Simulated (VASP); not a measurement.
Wanted: the native input for a VASP 6.6.1 run.

```
Task                   : single point
Functional             : LDA
Potentials or basis    : VASP PAW LDA potentials, release 64 (Al, N)
Cutoff                 : 520 eV
k mesh                 : 10 × 10 × 10
Occupations            : gaussian, width 0.01 eV
Spin                   : no spin polarisation
Dipole correction      : no
Further INCAR settings : ALGO = Normal; EDIFF = 1e-07; NBANDS = 11
```

The structure of AlN lies in POSCAR:

```
AlN
1.0
    0.0000000000      2.1848764832      2.1848764832
    2.1848764832      0.0000000000      2.1848764832
    2.1848764832      2.1848764832      0.0000000000
Al N
1 1
Direct
    0.0000000000      0.0000000000      0.0000000000
    0.7500000000      0.7500000000      0.7500000000
```

The input as run:

INCAR

```
PREC = Accurate
ENCUT = 520
EDIFF = 1E-7
ISMEAR = 0
SIGMA = 0.01
LREAL = F
LASPH = T
NELM = 100
ALGO = Normal
ISIF = 2
LWAVE = F
LCHARG = F
GGA = CA
NBANDS = 11
```

KPOINTS

```
regular mesh
0
Gamma
  10 10 10
```

Potentials or basis: VASP PAW LDA potentials, release 64 (Al, N).

Run with:

```sh
$ cat potpaw_LDA.64/Al/POTCAR potpaw_LDA.64/N/POTCAR > POTCAR
$ mpirun -np 1 vasp_std > vasp.out
```

It gave:

```yaml
Pressure: -3.3 GPa
Band_gap_on_the_k_mesh: 3.22 eV, indirect (least direct gap 4.22 eV)
```

It took 5.4 s on 1 thread of Intel(R) Xeon(R) Platinum 8259CL CPU @ 2.50GHz (Skylake/Cascade Lake), on a shared host, peak memory 0.12 GiB.
